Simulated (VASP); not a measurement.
# SiC (Moissanite) (P6_3mc) in VASP: single point with PBE

Aim: the single point of SiC (Moissanite) with PBE.

All numbers are computed with VASP 6.6.1; they aren't measurements. Logs are shortened: lines on timing, memory, paths and dates and some standing lists are left out, and cuts for length are marked.

## (1) The cell of the first run

The structure is hexagonal, space group P6_3mc (No. 186). Conventional cell: a = 3.081 Å, b = 3.081 Å, c = 15.125 Å, α = 90.00°, β = 90.00°, γ = 120.00°. Si (site symmetry 3m) has 4 C at 1.89 to 1.90 Å within 2.5 Å. Si (site symmetry 3m) has 4 C at 1.89 Å within 2.5 Å. Si (site symmetry 3m) has 4 C at 1.89 Å within 2.5 Å. C (site symmetry 3m) has 4 Si at 1.89 Å within 2.5 Å. C (site symmetry 3m) has 4 Si at 1.89 Å within 2.5 Å. Within 2.5 Å of C (site symmetry 3m) lie 4 Si at 1.89 to 1.90 Å.

## (2) Single point, PBE

The input, INCAR:

```
PREC = Accurate ; ENCUT = 520
EDIFF = 1E-6 ; ISMEAR = -1
SIGMA = 0.02 ; LREAL = False
LASPH = True ; NELM = 100
ALGO = Normal ; ISIF = 2
LWAVE = False ; LCHARG = False
GGA = PE ; NBANDS = 36
```

The input, KPOINTS:

```
Automatic mesh
0
Gamma
  10 10 2
```

The input, POSCAR:

```
SiC
1.0
    3.0810000000      0.0000000000      0.0000000000
   -1.5405000000      2.6682242691      0.0000000000
    0.0000000000      0.0000000000     15.1248000000
Si C
6 6
Direct
    0.0000000000      0.0000000000     -0.0002924543
    0.0000000000      0.0000000000      0.4997075457
    0.3333333333      0.6666666667      0.1665157537
    0.6666666667      0.3333333333      0.6665157537
    0.6666666667      0.3333333333      0.3329959375
    0.3333333333      0.6666666667      0.8329959375
    0.3333333333      0.6666666667      0.0414983110
    0.6666666667      0.3333333333      0.5414983110
    0.6666666667      0.3333333333      0.2080157534
    0.3333333333      0.6666666667      0.7080157534
    0.0000000000      0.0000000000      0.3743666986
    0.0000000000      0.0000000000      0.8743666986
```

Potentials or basis: VASP PAW PBE potentials, release 64 (Si, C).

Command:

```bash
$ cat potpaw_PBE.64/Si/POTCAR potpaw_PBE.64/C/POTCAR > POTCAR
$ mpirun -np 1 vasp_std > vasp.out
```

OUTCAR:

```text
PREC = Accurate
   ENCUT = 520
   EDIFF = 1E-6
   ISMEAR = -1
   LREAL = False
   LASPH = True
   NELM = 100
   ISIF = 2
   GGA = PE

 ion  position               nearest neighbor table
   1  0.000  0.000  1.000-   7 1.89   7 1.89   7 1.89  12 1.90   6 3.09   6 3.09   6 3.09   3 3.09
                             3 3.09   3 3.09
   2  0.000  0.000  0.500-   8 1.89   8 1.89   8 1.89  11 1.90   5 3.09   5 3.09   5 3.09   4 3.09
                             4 3.09   4 3.09
   3  0.333  0.667  0.167-   9 1.89   9 1.89   9 1.89   7 1.89   5 3.08   5 3.08   5 3.08   1 3.09
                             1 3.09   1 3.09
   4  0.667  0.333  0.667-  10 1.89  10 1.89  10 1.89   8 1.89   6 3.08   6 3.08   6 3.08   2 3.09
                             2 3.09   2 3.09
   5  0.667  0.333  0.333-  11 1.89  11 1.89  11 1.89   9 1.89   3 3.08   3 3.08   3 3.08   2 3.09
                             2 3.09   2 3.09
   6  0.333  0.667  0.833-  12 1.89  12 1.89  12 1.89  10 1.89   4 3.08   4 3.08   4 3.08   1 3.09
                             1 3.09   1 3.09
   7  0.333  0.667  0.041-   1 1.89   1 1.89   1 1.89   3 1.89
   8  0.667  0.333  0.541-   2 1.89   2 1.89   2 1.89   4 1.89
   9  0.667  0.333  0.208-   3 1.89   3 1.89   3 1.89   5 1.89
  10  0.333  0.667  0.708-   4 1.89   4 1.89   4 1.89   6 1.89
  11  0.000  0.000  0.374-   5 1.89   5 1.89   5 1.89   2 1.90
  12  0.000  0.000  0.874-   6 1.89   6 1.89   6 1.89   1 1.90

  LATTYP: Found a hexagonal cell.
 ALAT       =     3.0810000000
 C/A-ratio  =     4.9090555015

  Lattice vectors:

 A1 = (   3.0810000000,   0.0000000000,   0.0000000000)
 A2 = (  -1.5405000000,   2.6682242691,   0.0000000000)
 A3 = (   0.0000000000,   0.0000000000,  15.1248000000)

Analysis of symmetry for initial positions (statically):
=====================================================================
 Subroutine PRICEL returns:
 Original cell was already a primitive cell.

 Routine SETGRP: Setting up the symmetry group for a
 hexagonal supercell.

 Subroutine GETGRP returns: Found 12 space group operations
 (whereof  6 operations were pure point group operations)
 out of a pool of 24 trial point group operations.

The static configuration has the point symmetry C_3v.
 The point group associated with its full space group is C_6v.

Analysis of symmetry for dynamics (positions and initial velocities):
=====================================================================
 Subroutine PRICEL returns:
 Original cell was already a primitive cell.

 Routine SETGRP: Setting up the symmetry group for a
 hexagonal supercell.

 Subroutine GETGRP returns: Found 12 space group operations
 (whereof  6 operations were pure point group operations)
 out of a pool of 24 trial point group operations.

The dynamic configuration has the point symmetry C_3v.
 The point group associated with its full space group is C_6v.

 Subroutine INISYM returns: Found 12 space group operations
 (whereof  6 operations are pure point group operations),
 and found     1 'primitive' translations

----------------------------------------------------------------------------------------

                                     Primitive cell

  volume of cell :     124.3379

  direct lattice vectors                    reciprocal lattice vectors
     3.081000000  0.000000000  0.000000000     0.324569945  0.187390545  0.000000000
    -1.540500000  2.668224269  0.000000000     0.000000000  0.374781090  0.000000000
     0.000000000  0.000000000 15.124800000     0.000000000  0.000000000  0.066116577

  length of vectors
     3.081000000  3.081000000 15.124800000     0.374781090  0.374781090  0.066116577

  position of ions in fractional coordinates (direct lattice)
     0.000000000  0.000000000  0.999707546
     0.000000000  0.000000000  0.499707546
     0.333333333  0.666666667  0.166515754
     0.666666667  0.333333333  0.666515754
     0.666666667  0.333333333  0.332995938
     0.333333333  0.666666667  0.832995938
     0.333333333  0.666666667  0.041498311
     0.666666667  0.333333333  0.541498311
     0.666666667  0.333333333  0.208015753
     0.333333333  0.666666667  0.708015753
     0.000000000  0.000000000  0.374366699
     0.000000000  0.000000000  0.874366699

  ion indices of the primitive-cell ions
   primitive index   ion index
                 1           1
                 2           2
                 3           3
                 4           4
                 5           5
                 6           6
                 7           7
                 8           8
                 9           9
                10          10
                11          11
                12          12

----------------------------------------------------------------------------------------

 KPOINTS: Automatic mesh

Automatic generation of k-mesh.
 Grid dimensions read from file:
 generate k-points for:   10   10    2

 Generating k-lattice:

  Cartesian coordinates                     Fractional coordinates (reciprocal lattice)
     0.032456994  0.018739055  0.000000000     0.100000000  0.000000000  0.000000000
     0.000000000  0.037478109  0.000000000     0.000000000  0.100000000  0.000000000
     0.000000000  0.000000000  0.033058288     0.000000000  0.000000000  0.500000000

  Length of vectors
     0.037478109  0.037478109  0.033058288

  Shift w.r.t. Gamma in fractional coordinates (k-lattice)
     0.000000000  0.000000000  0.000000000

 Subroutine IBZKPT returns following result:
 ===========================================

 Found     28 irreducible k-points:

 Following reciprocal coordinates:
            Coordinates               Weight
  0.000000  0.000000  0.000000      1.000000
  0.100000  0.000000  0.000000      6.000000
  0.200000  0.000000  0.000000      6.000000
  0.300000  0.000000  0.000000      6.000000
  0.400000  0.000000  0.000000      6.000000
  0.500000  0.000000  0.000000      3.000000
[... 16 lines left out ...]
  0.300000  0.100000  0.500000     12.000000
  0.400000  0.100000  0.500000     12.000000
 [... further k-points ...]
   k-points           NKPTS =     28   k-points in BZ     NKDIM =     28   number of bands    NBANDS=     36
   number of dos      NEDOS =    301   number of ions     NIONS =     12
   total plane-waves  NPLWV =  64512
   dimension x,y,z NGX =    24 NGY =   24 NGZ =  112
   dimension x,y,z NGXF=    48 NGYF=   48 NGZF=  224
   ions per type =               6   6
   NGX,Y,Z   is equivalent  to a cutoff of  12.95, 12.95, 12.31 a.u.
   NGXF,Y,Z  is equivalent  to a cutoff of  25.90, 25.90, 24.62 a.u.
 SYSTEM =  unknown system
   PREC   = accura    normal or accurate (medium, high low for compatibility)
   ISTART =      0    job   : 0-new  1-cont  2-samecut
   ICHARG =      2    charge: 1-file 2-atom 10-const
   ISPIN  =      1    spin polarized calculation?
   LNONCOLLINEAR =      F non collinear calculations
   LSORBIT =      F    spin-orbit coupling
   LASPH  =      T    aspherical Exc in radial PAW
   ENCUT  =  520.0 eV  38.22 Ry    6.18 a.u.   5.73  5.73 28.12*2*pi/ulx,y,z
   NELM   =    100;   NELMIN=  2; NELMDL= -5     # of ELM steps
   EDIFF  = 0.1E-05   stopping-criterion for ELM
   LREAL  =      F    real-space projection
   EDIFFG = 0.1E-04   stopping-criterion for IOM
   NSW    =      0    number of steps for IOM
   IBRION =     -1    ionic relax: 0-MD 1-quasi-New 2-CG
   NFREE  =      0    steps in history (QN), initial steepest desc. (CG)
   ISIF   =      2    stress and relaxation
   ISYM   =      2    0-nonsym 1-usesym 2-fastsym
   POTIM  = 0.5000    time-step for ionic-motion
   TEBEG  =    0.0;   TEEND  =   0.0 temperature during run
   PSTRESS=    0.0 pullay stress
   NELECT =      48.0000    total number of electrons
   NUPDOWN=      -1.0000    fix difference up-down
   EMIN   =  10.00;   EMAX   =-10.00  energy-range for DOS
   EFERMI =   0.00;   METHOD = LEGACY
   ISMEAR =    -1;   SIGMA  =   0.02  broadening in eV -4-tet -1-fermi 0-gaus
   EFERMI_NEDOS =   21; number of points for ismear=-14 and -15
   IALGO  =     38    algorithm
   IMIX   =      4    mixing-type and parameters
     AMIX     =   0.40;   BMIX     =  1.00
     AMIX_MAG =   1.60;   BMIX_MAG =  1.00
  volume/ion in A,a.u.               =      10.36        69.92
  Fermi-wavevector in a.u.,A,eV,Ry     =   1.192030  2.252611 19.333016  1.420937
  Thomas-Fermi vector in A             =   2.328078
   LORBIT       =      0    0 simple, 1 ext, 2 COOP (PROOUT), +10 PAW based schemes
   GGA     = PE    functional components
   LHFCALC =     F    Hartree Fock is set to
   AEXX    =    0.0000 exact exchange contribution
   IVDW    =     0    specifies the selected vdW correction
   LEPSILON=     F    determine dielectric tensor
   LRPA    =     F    only Hartree local field effects (RPA)
 non-spin polarized calculation
  energy-cutoff  :      520.00
  volume of cell :      124.34
 maximum number of plane-waves:      3365
 NGX is ok and might be reduce to    24
   NGX = 11   NGY = 11   NGZ = 57

 number of electron      47.9999999 magnetization

 Free energy of the ion-electron system (eV)
  ---------------------------------------------------
  ext. energy  EPLUGINS =         0.00000000
  ---------------------------------------------------
  free energy    TOTEN  =       -90.35880287 eV

  energy without entropy =      -90.35880287  energy(sigma->0) =      -90.35880287

 E-fermi :   8.5710     XC(G=0): -11.3479

 val. band max:        8.1366617150   @ k =   0.0000   0.0000   0.0000
 cond. band min:      10.1613661793   @ k =   0.5000   0.0000   0.0000
 fundamental gap:      2.0247044644
 Fermi energy:         8.5709663158

 k-point     1 :       0.0000    0.0000    0.0000
  band No.  band energies     occupation
      1      -7.3084      2.00000
      2      -6.7872      2.00000
      3      -6.7532      2.00000
      4      -5.2618      2.00000
      5      -5.2326      2.00000
      6      -3.7516      2.00000
[... 28 lines left out ...]
     35      15.4819      0.00000
     36      15.5790      0.00000

 k-point     2 :       0.1000    0.0000    0.0000
  band No.  band energies     occupation
      1      -7.1350      2.00000
      2      -6.6164      2.00000
      3      -6.5817      2.00000
      4      -5.0995      2.00000
      5      -5.0700      2.00000
      6      -3.6060      2.00000
[... 28 lines left out ...]
     35      15.5483      0.00000
     36      15.5696      0.00000

 k-point     3 :       0.2000    0.0000    0.0000
  band No.  band energies     occupation
      1      -6.6211      2.00000
      2      -6.1114      2.00000
      3      -6.0746      2.00000
      4      -4.6244      2.00000
      5      -4.5938      2.00000
      6      -3.1896      2.00000
[... 28 lines left out ...]
     35      16.0126      0.00000
     36      16.3386      0.00000

 k-point     4 :       0.3000    0.0000    0.0000
  band No.  band energies     occupation
      1      -5.7911      2.00000
      2      -5.3024      2.00000
      3      -5.2601      2.00000
      4      -3.8882      2.00000
      5      -3.8556      2.00000
      6      -2.6020      2.00000
[... 28 lines left out ...]
     35      15.9281      0.00000
     36      16.1262      0.00000

 k-point     5 :       0.4000    0.0000    0.0000
  band No.  band energies     occupation
      1      -4.7197      2.00000
      2      -4.2926      2.00000
      3      -4.2303      2.00000
      4      -3.1016      2.00000
      5      -3.0655      2.00000
      6      -2.2286      2.00000
[... 655 lines left out ...]
 k-point    22 :       0.2000    0.1000    0.5000
  band No.  band energies     occupation
      1      -5.9873      2.00000
      2      -5.9873      2.00000
      3      -4.9732      2.00000
      4      -4.9732      2.00000
      5      -3.2812      2.00000
      6      -3.2812      2.00000
[... 28 lines left out ...]
     35      16.1410      0.00000
     36      16.1412      0.00000

 k-point    23 :       0.3000    0.1000    0.5000
  band No.  band energies     occupation
      1      -5.0339      2.00000
      2      -5.0339      2.00000
      3      -4.0894      2.00000
      4      -4.0894      2.00000
      5      -2.6276      2.00000
      6      -2.6276      2.00000
[... 28 lines left out ...]
     35      15.8152      0.00000
     36      15.8152      0.00000

 k-point    24 :       0.4000    0.1000    0.5000
  band No.  band energies     occupation
      1      -3.9660      2.00000
      2      -3.9660      2.00000
      3      -3.2728      2.00000
      4      -3.2728      2.00000
      5      -2.4268      2.00000
      6      -2.4268      2.00000
[... 28 lines left out ...]
     35      15.6613      0.00000
     36      15.6613      0.00000

 [... further k-points ...]
[... 5 lines left out ...]
  --------------------------------------------------------------------------------------
  -------------------------------------------------------------------------------------
  Total        2.2596327      2.2596327      2.0419034      0.0000000      0.0000000      0.0000000
  in kB       29.1168754     29.1168754     26.3112873      0.0000000      0.0000000      0.0000000
  external PRESSURE =      28.1816793 kB  Pullay stress =       0.0000000 kB

 VOLUME and BASIS-vectors are now :
 -----------------------------------------------------------------------------
  energy-cutoff  :      520.00
  volume of cell :      124.34
      direct lattice vectors                 reciprocal lattice vectors
     3.081000000  0.000000000  0.000000000     0.324569945  0.187390545  0.000000000
    -1.540500000  2.668224269  0.000000000     0.000000000  0.374781090  0.000000000
     0.000000000  0.000000000 15.124800000     0.000000000  0.000000000  0.066116577

 POSITION                                       TOTAL-FORCE (eV/Angst)
 -----------------------------------------------------------------------------------
      0.00000      0.00000     15.12038        -0.000000      0.000000     -0.001894
      0.00000      0.00000      7.55798         0.000000     -0.000000     -0.001894
     -0.00000      1.77882      2.51852        -0.000000     -0.000000     -0.011179
      1.54050      0.88941     10.08092         0.000000     -0.000000     -0.011179
      1.54050      0.88941      5.03650        -0.000000      0.000000     -0.003285
     -0.00000      1.77882     12.59890         0.000000     -0.000000     -0.003285
     -0.00000      1.77882      0.62765         0.000000     -0.000000      0.010301
      1.54050      0.88941      8.19005        -0.000000     -0.000000      0.010301
      1.54050      0.88941      3.14620         0.000000     -0.000000      0.000165
     -0.00000      1.77882     10.70860        -0.000000     -0.000000      0.000165
      0.00000      0.00000      5.66222         0.000000      0.000000      0.005892
      0.00000      0.00000     13.22462         0.000000     -0.000000      0.005892
 -----------------------------------------------------------------------------------
    total drift:                               -0.000000     -0.000000      0.000295

  FREE ENERGIE OF THE ION-ELECTRON SYSTEM (eV)
  ---------------------------------------------------
  free  energy   TOTEN  =       -90.3588028681 eV

  energy  without entropy=      -90.3588028681  energy(sigma->0) =      -90.35880287
```

Wall time 82 s (1 thread of Intel Xeon 6975P-C (Granite Rapids), shared host); peak memory 0.27 GiB.

What came out:

```
Free energy            : -90.3588 eV
Pressure               : 2.8 GPa
Largest force          : 0.011 eV/Å
Band gap on the k mesh : 2.02 eV, indirect (least direct gap 3.12 eV)
```

Forces in eV/Å, atoms in the order of the input:
```
Si   0.000  0.000 -0.002
Si   0.000  0.000 -0.002
Si   0.000  0.000 -0.011
Si   0.000  0.000 -0.011
Si   0.000  0.000 -0.003
Si   0.000  0.000 -0.003
C    0.000  0.000  0.010
C    0.000  0.000  0.010
C    0.000  0.000  0.000
C    0.000  0.000  0.000
C    0.000  0.000  0.006
C    0.000  0.000  0.006
```

Stress tensor (GPa, compression positive):
```
2.91 0.00 0.00
0.00 2.91 0.00
0.00 0.00 2.63
```

Levels at points of the mesh, in eV from the valence-band top:
```csv
k point,band 21,band 22,band 23,band 24,band 25,band 26,band 27,band 28
"(0.00, 0.00, 0.00)",-0.30,-0.04,0.00,0.00,5.17,5.34,5.75,6.26
"(0.50, 0.00, 0.00)",-1.81,-1.78,-1.66,-1.10,2.02,2.22,3.21,3.89
"(0.00, 0.00, 0.50)",-0.10,-0.10,-0.10,-0.10,5.24,5.24,5.98,5.98
"(0.50, 0.00, 0.50)",-1.71,-1.71,-1.31,-1.31,2.07,2.07,3.43,3.43
```

A k mesh can miss the band edges.
